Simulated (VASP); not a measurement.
# Sc in VASP: a series of runs

Aim: see how the results for Sc move with the level of theory and the settings. Levels: RPBE+D3(BJ), BLYP, PBEsol, PBE. Tasks: single point, relaxation of cell and atoms.

All numbers are computed with VASP 6.6.1; they aren't measurements. Logs are shortened: lines on timing, memory, paths and dates and some standing lists are left out, and cuts for length are marked.

### Step 1. The cell of the first run

The structure is cubic, space group Fm-3m (No. 225). Conventional cell: a = 4.094 Å, b = 4.094 Å, c = 4.094 Å, α = 90.00°, β = 90.00°, γ = 90.00°. Within 3.8 Å of Sc (site symmetry m-3m) lie 12 Sc at 2.89 Å.

### Step 2. Single point, RPBE+D3(BJ) (the cell strained at random)

File INCAR:

```
SYSTEM = Sc
  PREC = Accurate
  ENCUT = 520
  EDIFF = 1E-6
  ISMEAR = 0
  SIGMA = 0.1
  LREAL = .FALSE.
  LASPH = .TRUE.
  NELM = 100
  ALGO = Normal
  ISIF = 2
  LWAVE = .FALSE.
  LCHARG = .FALSE.
  GGA = RP
  IVDW = 12
  NBANDS = 12
```

File KPOINTS:

```
Automatic mesh
0
G
  10 10 10
  0 0 0
```

File POSCAR:

```
Sc
1.0
    2.8943371057      0.0512728890      0.0107992040
    1.4027648343      2.5321740574      0.0153489850
    1.4236672005      0.8515762938      2.3722751536
Sc
1
Direct
   -0.0194200000      0.0120300000      0.0027800000
```

Potentials or basis: VASP PAW PBE potentials, release 64 (Sc_sv).

The run is started by

```bash
$ cat potpaw_PBE.64/Sc_sv/POTCAR > POTCAR
$ mpirun -np 1 vasp_std > vasp.out
```

OUTCAR:

```text
SYSTEM = Sc
   PREC = Accurate
   ENCUT = 520
   EDIFF = 1E-6
   ISMEAR = 0
   LREAL = .FALSE.
   LASPH = .TRUE.
   NELM = 100
   ISIF = 2
   GGA = RP
   IVDW = 12
 IVDW          = 12

 ion  position               nearest neighbor table
   1  0.981  0.012  0.003-

  LATTYP: Found a body centered tetragonal cell.
 ALAT       =     2.8947675466
 C/A-ratio  =     1.4142539223

  Lattice vectors:

 A1 = (   1.4706699052,  -0.8003034048,  -2.3614759496)
 A2 = (   1.4027648343,   2.5321740574,   0.0153489850)
 A3 = (   0.0209023662,  -1.6805977636,   2.3569261686)

Analysis of symmetry for initial positions (statically):
=====================================================================
 Subroutine PRICEL returns:
 Original cell was already a primitive cell.

 Routine SETGRP: Setting up the symmetry group for a
 body centered tetragonal supercell.

 Subroutine GETGRP returns: Found 16 space group operations
 (whereof  1 operations were pure point group operations)
 out of a pool of 16 trial point group operations.

The static configuration has the point symmetry C_1 .
 The point group associated with its full space group is D_4h.

Analysis of symmetry for dynamics (positions and initial velocities):
=====================================================================
 Subroutine PRICEL returns:
 Original cell was already a primitive cell.

 Routine SETGRP: Setting up the symmetry group for a
 body centered tetragonal supercell.

 Subroutine GETGRP returns: Found 16 space group operations
 (whereof  1 operations were pure point group operations)
 out of a pool of 16 trial point group operations.

The dynamic configuration has the point symmetry C_1 .
 The point group associated with its full space group is D_4h.

 Subroutine INISYM returns: Found 16 space group operations
 (whereof  1 operations are pure point group operations),
 and found     1 'primitive' translations

----------------------------------------------------------------------------------------

                                     Primitive cell

  volume of cell :      17.1530

  direct lattice vectors                    reciprocal lattice vectors
     2.894337106  0.051272889  0.010799204     0.349440770 -0.192730161 -0.140524562
     1.402764834  2.532174057  0.015348985    -0.006554966  0.399394065 -0.139436788
     1.423667200  0.851576294  2.372275154    -0.001548332 -0.001706784  0.423078143

  length of vectors
     2.894811361  2.894804005  2.894771128     0.423085002  0.423085339  0.423084419

  position of ions in fractional coordinates (direct lattice)
     0.980580000  0.012030000  0.002780000

  ion indices of the primitive-cell ions
   primitive index   ion index
                 1           1

----------------------------------------------------------------------------------------

 KPOINTS: Automatic mesh

Automatic generation of k-mesh.
 Grid dimensions read from file:
 generate k-points for:   10   10   10

 Generating k-lattice:

  Cartesian coordinates                     Fractional coordinates (reciprocal lattice)
     0.034944077 -0.019273016 -0.014052456     0.100000000 -0.000000000 -0.000000000
    -0.000655497  0.039939406 -0.013943679    -0.000000000  0.100000000  0.000000000
    -0.000154833 -0.000170678  0.042307814     0.000000000  0.000000000  0.100000000

  Length of vectors
     0.042308500  0.042308534  0.042308442

  Shift w.r.t. Gamma in fractional coordinates (k-lattice)
     0.000000000  0.000000000  0.000000000

 Subroutine IBZKPT returns following result:
 ===========================================

 Found    102 irreducible k-points:

 Following reciprocal coordinates:
            Coordinates               Weight
  0.000000  0.000000  0.000000      1.000000
  0.100000 -0.000000 -0.000000      8.000000
  0.200000 -0.000000 -0.000000      8.000000
  0.300000  0.000000 -0.000000      8.000000
  0.400000  0.000000  0.000000      8.000000
  0.500000  0.000000 -0.000000      4.000000
[... 16 lines left out ...]
  0.300000  0.300000  0.000000      2.000000
  0.400000  0.300000  0.000000      8.000000
 [... further k-points ...]
   k-points           NKPTS =    102   k-points in BZ     NKDIM =    102   number of bands    NBANDS=     12
   number of dos      NEDOS =    301   number of ions     NIONS =      1
   total plane-waves  NPLWV =  13824
   dimension x,y,z NGX =    24 NGY =   24 NGZ =   24
   dimension x,y,z NGXF=    48 NGYF=   48 NGZF=   48
   ions per type =               1
   NGX,Y,Z   is equivalent  to a cutoff of  13.78, 13.78, 13.78 a.u.
   NGXF,Y,Z  is equivalent  to a cutoff of  27.57, 27.57, 27.57 a.u.
 SYSTEM =  Sc
   PREC   = accura    normal or accurate (medium, high low for compatibility)
   ISTART =      0    job   : 0-new  1-cont  2-samecut
   ICHARG =      2    charge: 1-file 2-atom 10-const
   ISPIN  =      1    spin polarized calculation?
   LNONCOLLINEAR =      F non collinear calculations
   LSORBIT =      F    spin-orbit coupling
   LASPH  =      T    aspherical Exc in radial PAW
   ENCUT  =  520.0 eV  38.22 Ry    6.18 a.u.   5.38  5.38  5.38*2*pi/ulx,y,z
   NELM   =    100;   NELMIN=  2; NELMDL= -5     # of ELM steps
   EDIFF  = 0.1E-05   stopping-criterion for ELM
   LREAL  =      F    real-space projection
   EDIFFG = 0.1E-04   stopping-criterion for IOM
   NSW    =      0    number of steps for IOM
   IBRION =     -1    ionic relax: 0-MD 1-quasi-New 2-CG
   NFREE  =      0    steps in history (QN), initial steepest desc. (CG)
   ISIF   =      2    stress and relaxation
   ISYM   =      2    0-nonsym 1-usesym 2-fastsym
   POTIM  = 0.5000    time-step for ionic-motion
   TEBEG  =    0.0;   TEEND  =   0.0 temperature during run
   PSTRESS=    0.0 pullay stress
   NELECT =      11.0000    total number of electrons
   NUPDOWN=      -1.0000    fix difference up-down
   EMIN   =  10.00;   EMAX   =-10.00  energy-range for DOS
   EFERMI =   0.00;   METHOD = LEGACY
   ISMEAR =     0;   SIGMA  =   0.10  broadening in eV -4-tet -1-fermi 0-gaus
   EFERMI_NEDOS =   21; number of points for ismear=-14 and -15
   IALGO  =     38    algorithm
   IMIX   =      4    mixing-type and parameters
     AMIX     =   0.40;   BMIX     =  1.00
     AMIX_MAG =   1.60;   BMIX_MAG =  1.00
  volume/ion in A,a.u.               =      17.15       115.75
  Fermi-wavevector in a.u.,A,eV,Ry     =   1.411755  2.667830 27.117128  1.993053
  Thomas-Fermi vector in A             =   2.533574
   LORBIT       =      0    0 simple, 1 ext, 2 COOP (PROOUT), +10 PAW based schemes
   GGA     = RP    functional components
   LHFCALC =     F    Hartree Fock is set to
   AEXX    =    0.0000 exact exchange contribution
   IVDW    =    12    specifies the selected vdW correction
   LEPSILON=     F    determine dielectric tensor
   LRPA    =     F    only Hartree local field effects (RPA)
 non-spin polarized calculation
 Gauss-broadening in eV      SIGMA  =   0.10
  energy-cutoff  :      520.00
  volume of cell :       17.15
 maximum number of plane-waves:       483
 NGX is ok and might be reduce to    24
   NGX = 11   NGY = 11   NGZ = 11

 number of electron      11.0000003 magnetization

 Free energy of the ion-electron system (eV)
  ---------------------------------------------------
  ext. energy  EPLUGINS =         0.00000000
  ---------------------------------------------------
  free energy    TOTEN  =        -5.16158699 eV

  energy without entropy =       -5.15742495  energy(sigma->0) =       -5.15950597

 E-fermi :   6.2610     XC(G=0): -11.3185

 val. band max:        6.2571652270   @ k =  -0.4000   0.2000   0.0000
 cond. band min:       6.3754750600   @ k =  -0.3000   0.4000   0.2000
 fundamental gap:      0.1183098330
 Fermi energy:         6.2610326748

 k-point     1 :       0.0000    0.0000    0.0000
  band No.  band energies     occupation
      1     -42.4621      2.00000
      2     -20.3961      2.00000
      3     -20.3961      2.00000
      4     -20.3961      2.00000
      5       0.6659      2.00000
      6       8.3192      0.00000
      7       8.3194      0.00000
      8       8.3195      0.00000
      9      10.5080      0.00000
     10      10.5083      0.00000
     11      20.9159      0.00000
     12      25.9174      0.00000

 k-point     2 :       0.1000   -0.0000   -0.0000
  band No.  band energies     occupation
      1     -42.4380      2.00000
      2     -20.5240      2.00000
      3     -20.4108      2.00000
      4     -20.4108      2.00000
      5       1.0229      2.00000
      6       8.0360      0.00000
      7       8.4578      0.00000
      8       8.4580      0.00000
      9      10.3993      0.00000
     10      10.3996      0.00000
     11      21.4221      0.00000
     12      23.9154      0.00000

 k-point     3 :       0.2000   -0.0000   -0.0000
  band No.  band energies     occupation
      1     -42.3744      2.00000
      2     -20.8494      2.00000
      3     -20.4490      2.00000
      4     -20.4489      2.00000
      5       1.9788      2.00000
      6       7.4419      0.00000
      7       8.6549      0.00000
      8       8.6551      0.00000
      9      10.3603      0.00000
     10      10.3604      0.00000
     11      21.3675      0.00000
     12      22.2547      0.00000
[... 286 lines left out ...]
 k-point    23 :       0.3000    0.3000    0.0000
  band No.  band energies     occupation
      1     -42.2402      2.00000
      2     -21.1881      2.00000
      3     -20.6769      2.00000
      4     -20.6768      2.00000
      5       3.6325      2.00000
      6       5.8842      2.00000
      7       8.3734      0.00000
      8      10.3752      0.00000
      9      10.3752      0.00000
     10      11.4094      0.00000
     11      21.9026      0.00000
     12      22.1914      0.00000

 k-point    24 :       0.4000    0.3000    0.0000
  band No.  band energies     occupation
      1     -42.1888      2.00000
      2     -21.3451      2.00000
      3     -20.7654      2.00000
      4     -20.7233      2.00000
      5       4.0900      2.00000
      6       5.5999      2.00000
      7       8.2500      0.00000
      8      10.5599      0.00000
      9      11.4823      0.00000
     10      11.8662      0.00000
     11      19.8709      0.00000
     12      21.3048      0.00000

 [... further k-points ...]

------------------------ aborting loop because EDIFF is reached ----------------------------------------

 Edisp (eV)   -3.51581

 E8    (eV) :    -2.5010

  FORCE on cell =-STRESS in cart. coord.  units (eV):
  Direction    XX          YY          ZZ          XY          YZ          ZX
  --------------------------------------------------------------------------------------
  -------------------------------------------------------------------------------------
  Total       0.02167     0.02171     0.02169    -0.00004     0.00003     0.00005
  in kB       2.02444     2.02818     2.02641    -0.00355     0.00289     0.00480
  external pressure =        2.03 kB  Pullay stress =        0.00 kB

 VOLUME and BASIS-vectors are now :
 -----------------------------------------------------------------------------
  energy-cutoff  :      520.00
  volume of cell :       17.15
      direct lattice vectors                 reciprocal lattice vectors
     2.894337106  0.051272889  0.010799204     0.349440770 -0.192730161 -0.140524562
     1.402764834  2.532174057  0.015348985    -0.006554966  0.399394065 -0.139436788
     1.423667200  0.851576294  2.372275154    -0.001548332 -0.001706784  0.423078143

 POSITION                                       TOTAL-FORCE (eV/Angst)
 -----------------------------------------------------------------------------------
      2.85896      0.08311      0.01737        -0.000000     -0.000000      0.000000
 -----------------------------------------------------------------------------------
    total drift:                               -0.000003     -0.000002      0.000001

  FREE ENERGIE OF THE ION-ELECTRON SYSTEM (eV)
  ---------------------------------------------------
  free  energy   TOTEN  =        -8.6773991824 eV

  energy  without entropy=       -8.6732371383  energy(sigma->0) =       -8.67531816
```

Wall time 9.6 s (1 thread of Intel Xeon Platinum 8375C at 2.90GHz (Ice Lake), shared host); peak memory 0.16 GiB.

What came out:

```
Free energy                : -8.6774 eV
Pressure                   : 0.2 GPa
Dispersion energy per atom : -3.516 eV
```

Caveat: the cell differs from its parent crystal (the cell strained at random); the PAW data sets were made with another functional, which shifts forces and pressure a little; pairwise dispersion overbinds metals, which lowers pressure and volume.

### Step 3. Relaxation of cell and atoms, BLYP

This run uses another cell than the first one, of 24.35 Å³/atom, 1.420 times its volume.

File INCAR:

```
  AGGAC = 1.0
  AGGAX = 1.0
  ALDAC = 0.0
  ALDAX = 1.0
  ALGO = Normal
  EDIFF = 1E-7
  EDIFFG = -0.01
  ENCUT = 600
  GGA = B5
  IBRION = 2
  ISIF = 3
  ISMEAR = -1
  LASPH = T
  LCHARG = F
  LREAL = F
  LWAVE = F
  NELM = 100
  NSW = 60
  PREC = Accurate
  SIGMA = 0.05
```

File KPOINTS:

```
k-points
0
Gamma
  10 10 10
```

File POSCAR:

```
Sc
1.0
    3.2019616822      0.0000000000      0.0000000000
    1.5021078373      2.8441406042      0.0000000000
    1.5489936237      0.9264468030      2.6741812389
Sc
1
Direct
    0.0000000000      0.0000000000      0.0000000000
```

Potentials or basis: VASP PAW PBE potentials, release 64 (Sc_sv).

The run is started by

```bash
$ cat potpaw_PBE.64/Sc_sv/POTCAR > POTCAR
$ mpirun -np 1 vasp_std > vasp.out
```

Wall time 6.3 min (1 thread of AMD EPYC 9R45 (Zen 5), shared host); peak memory 0.26 GiB.

Results (log left out):

```
Free energy                            : -5.2949 eV
Relaxed volume                         : 25.00 Å³/atom
Relaxed cell                           : a = 3.279 Å, b = 3.279 Å, c = 3.289 Å, α = 59.88°, β = 59.89°, γ = 60.19°
Space group after relaxing (to 0.05 Å) : Fm-3m (No. 225)
Energy gained by relaxing              : 7.3 meV/atom
Ionic steps                            : 7
Pressure after relaxing                : 0.0 GPa
```

Stress tensor (GPa, compression positive):
```
 0.00  0.03 -0.06
 0.03 -0.02 -0.04
-0.06 -0.04  0.01
```

Step by step:
| step | energy change (eV) | largest force (eV/Å) | pressure (GPa) | volume (Å³) |
| --- | --- | --- | --- | --- |
| 1 | 0.0000 | 0.0000 | 1.37 | 24.35 |
| 2 | -0.0057 | 0.0000 | -0.19 | 25.09 |
| 3 | -0.0058 | 0.0000 | -0.41 | 25.21 |
| 4 | -0.0070 | 0.0000 | -0.17 | 25.09 |
| 5 | -0.0072 | 0.0000 | 0.01 | 24.99 |
| 6 | -0.0072 | 0.0000 | 0.00 | 25.00 |
| 7 | -0.0073 | 0.0000 | 0.00 | 25.00 |

Final structure:
```cif
data_structure
_symmetry_space_group_name_H-M 'P 1'
_symmetry_Int_Tables_number 1
_cell_length_a 3.2794
_cell_length_b 3.2789
_cell_length_c 3.2890
_cell_angle_alpha 59.882
_cell_angle_beta 59.887
_cell_angle_gamma 60.187
_cell_volume 25.00
loop_
_atom_site_label
_atom_site_type_symbol
_atom_site_fract_x
_atom_site_fract_y
_atom_site_fract_z
_atom_site_occupancy
Sc1 Sc 0.00000 0.00000 0.00000 1
```

Levels at points of the mesh, in eV from the Fermi level:
| k point | band 2 | band 3 | band 4 | band 5 | band 6 | band 7 | band 8 | band 9 |
| --- | --- | --- | --- | --- | --- | --- | --- | --- |
| (0.00, 0.00, 0.00) | -27.89 | -27.89 | -27.89 | -5.04 | 1.45 | 1.45 | 1.49 | 2.77 |
| (0.50, 0.00, 0.00) | -28.26 | -27.94 | -27.93 | -1.73 | 0.37 | 1.34 | 1.39 | 3.64 |
| (0.00, 0.50, 0.00) | -28.26 | -27.94 | -27.93 | -1.73 | 0.37 | 1.34 | 1.39 | 3.64 |
| (0.50, 0.50, 0.00) | -28.24 | -28.02 | -28.02 | -1.47 | -0.66 | 2.08 | 3.64 | 3.87 |
| (0.00, 0.00, 0.50) | -28.26 | -27.94 | -27.93 | -1.73 | 0.37 | 1.35 | 1.38 | 3.66 |
| (0.50, 0.00, 0.50) | -28.24 | -28.02 | -28.02 | -1.48 | -0.65 | 1.99 | 3.65 | 3.86 |
| (0.00, 0.50, 0.50) | -28.24 | -28.02 | -28.02 | -1.48 | -0.65 | 1.99 | 3.65 | 3.86 |
| (0.50, 0.50, 0.50) | -28.26 | -27.94 | -27.93 | -1.73 | 0.37 | 1.34 | 1.39 | 3.64 |

Caveat: the PAW data sets were made with another functional, which shifts forces and pressure a little.

### Step 4. Single point, PBEsol

This run uses another cell than the first one, of 23.61 Å³/atom, 1.376 times its volume.

File INCAR:

```
SYSTEM = Sc
PREC = Accurate
ENCUT = 520
EDIFF = 1E-6
ISMEAR = -1
SIGMA = 0.05
LREAL = .FALSE.
LASPH = .TRUE.
NELM = 100
ALGO = Normal
ISIF = 2
LWAVE = .FALSE.
LCHARG = .FALSE.
GGA = PS
NBANDS = 12
```

File KPOINTS:

```
regular mesh
0
G
  10 10 10
  0 0 0
```

File POSCAR:

```
Sc
1.0
    3.2183207949      0.0547349272      0.0146018063
    1.5584005098      2.8164335549      0.0198626530
    1.5849394118      0.9477712647      2.6405250491
Sc
1
Direct
    0.0000000000      0.0000000000      0.0000000000
```

The run is started by

```bash
$ cat potpaw_PBE.64/Sc_sv/POTCAR > POTCAR
$ mpirun -np 1 vasp_std > vasp.out
```

It took 40 s on 1 thread of AMD EPYC 9R45 (Zen 5), shared host; peak memory 0.16 GiB.

The run converged. Its results:

```yaml
Free_energy: -6.5653 eV
Pressure: 0.0 GPa
```

Levels at points of the mesh, in eV from the Fermi level:
```csv
k point,band 3,band 4,band 5,band 6,band 7,band 8,band 9,band 10
"(0.00, 0.00, 0.00)",-27.58,-27.58,-5.27,1.64,1.64,1.65,3.10,3.11
"(0.50, 0.00, 0.00)",-27.64,-27.64,-1.82,0.33,1.51,1.53,4.06,4.07
"(0.00, 0.50, 0.00)",-27.64,-27.64,-1.82,0.33,1.51,1.53,4.06,4.07
"(0.50, 0.50, 0.00)",-27.74,-27.74,-1.61,-0.69,2.10,4.06,4.31,4.32
"(0.50, 0.00, 0.50)",-27.74,-27.74,-1.61,-0.69,2.07,4.06,4.31,4.32
"(0.00, 0.50, 0.50)",-27.74,-27.74,-1.61,-0.69,2.07,4.06,4.31,4.32
```

Caveat: the PAW data sets were made with another functional, which shifts forces and pressure a little.

(Continued in part 2 of 2.)
